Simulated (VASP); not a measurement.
**NaF: single point with PBE**

The system is NaF.

```xyz
4
Lattice="3.1776 0.0000 0.0000 -1.5888 2.7518 0.0000 0.0000 0.0000 5.5676" Properties=species:S:1:pos:R:3 pbc="T T T"
Na    0.0000    0.0000    0.0000
Na    0.0000    0.0000    2.7838
F     0.0000    1.8346    1.3919
F     1.5888    0.9173    4.1757
```

```yaml
Program: VASP 6.6.1
Task: single point
Functional: PBE
Potentials_or_basis: VASP PAW PBE potentials, release 64 (Na_pv, F)
Cutoff: 520 eV
k_mesh: 6 × 6 × 2
Occupations: gaussian, width 0.01 eV
Spin: no spin polarisation
Dipole_correction: no
Further_INCAR_settings: ALGO = Normal; EDIFF = 1e-06; NBANDS = 22
```

```json
{
 "Pressure": "3.5 GPa",
 "Band gap on the k mesh": "6.34 eV, direct"
}
```

Stress tensor (GPa, compression positive):
```
3.42 0.00 0.00
0.00 3.42 0.00
0.00 0.00 3.72
```

Levels at points of the mesh, in eV from the valence-band top:
```
           k point  band 12  band 13  band 14  band 15  band 16  band 17
(0.00, 0.00, 0.00)    -0.21     0.00     0.00     6.34    10.84    12.09
(0.50, 0.00, 0.00)    -0.57    -0.39    -0.30    10.86    12.37    13.73
(0.00, 0.00, 0.50)    -0.10    -0.10    -0.10     8.12     8.12    14.86
(0.50, 0.00, 0.50)    -0.54    -0.34    -0.34    11.86    11.86    13.00
```

It took 9.4 s on 1 thread of Intel Xeon 6975P-C, with other jobs on the host, peak memory 0.15 GiB.

Caveat: the k points lie up to 0.56 Å⁻¹ apart. A hybrid or GW would open this gap; PBE tends to underestimate it.
